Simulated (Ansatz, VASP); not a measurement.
# One calculation of NaCl, two programs

File INCAR:

```
  PREC = Accurate
  ENCUT = 600
  EDIFF = 1E-7
  ISMEAR = 0
  SIGMA = 0.01
  LREAL = F
  LASPH = T
  NELM = 80
  ALGO = Normal
  ISIF = 3
  LWAVE = F
  LCHARG = F
  GGA = PE
  IBRION = 2
  NSW = 80
  EDIFFG = -0.001
```

The input KPOINTS:

```
Automatic mesh
0
Gamma
  8 8 8
```

The input POSCAR:

```
NaCl
1.0
    0.0000000000      2.8477874001      2.8477874001
    2.8477874001      0.0000000000      2.8477874001
    2.8477874001      2.8477874001      0.0000000000
Na Cl
1 1
Direct
    0.0000000000      0.0000000000      0.0000000000
    0.5000000000      0.5000000000      0.5000000000
```

Input for Ansatz:

```yaml
crystal:
  lattice:
    - [0.0, 2.8477874001, 2.8477874001]
    - [2.8477874001, 0.0, 2.8477874001]
    - [2.8477874001, 2.8477874001, 0.0]
  atoms:
    - { symbol: Na, position: [0.0, 0.0, 0.0] }
    - { symbol: Cl, position: [0.5, 0.5, 0.5] }
basis:
  ecutwfc: 420
kpoints:
  mp_grid: { grid: [8, 8, 8] }
hamiltonian:
  xc: pbe
scf:
  occupations: { method: fixed }
output:
  forces: true
  stress: true
  eigenvalues: true
relax:
  adjacent_minimum: "off"
  f_tol: 0.001
  max_steps: 60
  cell: { stress_tol: 0.01 }
```

Alike in both runs: task relaxation of cell and atoms; functional PBE; k mesh 8 × 8 × 8; no spin polarisation.

```csv
,VASP,Ansatz
version,VASP 6.6.1,Ansatz 0.2.0
potentials or method,"VASP PAW PBE potentials, release 64 (Na_pv, Cl), cutoff 600 eV","scalar-relativistic, plane waves, PAW"
occupations,"gaussian, width 0.01 eV",fixed
valence electrons in the cell,14,16
```

|  | VASP | Ansatz | Ansatz less VASP |
| --- | --- | --- | --- |
| gap on the k mesh at the Fermi level, each at its own relaxed structure (eV) | 5.00 | 5.00 | +0.001 |
| relaxed volume (Å³/atom) | 23.10 | 23.10 | -0.004 |
| relaxed cell length with the largest relative difference (Å) | 4.028 | 4.027 | -0.0002 |

VASP's potentials hold 14 valence electrons a cell and Ansatz's 16, so a difference there can come from the potentials and not from the codes.
